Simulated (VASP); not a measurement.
KBr, 2 atoms in the cell. The structure is cubic, space group Fm-3m (No. 225). The conventional cell has a = 6.648 Å, b = 6.648 Å, c = 6.648 Å, α = 90.00°, β = 90.00°, γ = 90.00°. K (site symmetry m-3m) has 6 Br at 3.32 Å within 4.4 Å. Br (site symmetry m-3m) has 6 K at 3.32 Å within 4.4 Å. 

| Quantity | Value |
| --- | --- |
| Program | VASP 6.6.1 |
| Task | single point |
| Functional | PBE |
| Potentials or basis | VASP PAW PBE potentials, release 64 (K_sv, Br) |
| Cutoff | 500 eV |
| k mesh | 4 × 4 × 4 |
| Occupations | gaussian, width 0.01 eV |
| Spin | no spin polarisation |
| Dipole correction | no |
| Further INCAR settings | ALGO = Normal; EDIFF = 1e-06; NBANDS = 15 |

Potentials or basis: VASP PAW PBE potentials, release 64 (K_sv, Br).

The run is started by

```console
$ cat potpaw_PBE.64/K_sv/POTCAR potpaw_PBE.64/Br/POTCAR > POTCAR
$ mpirun -np 1 vasp_std > vasp.out
```

Hardware: 1 thread of AMD EPYC 7R13 (shared host).

Q: How long does it take, and how much memory?

A: It took 21 s on 1 thread of AMD EPYC 7R13, with other jobs on the host, peak memory 0.17 GiB. Counts: scf iterations 13, k points 8.
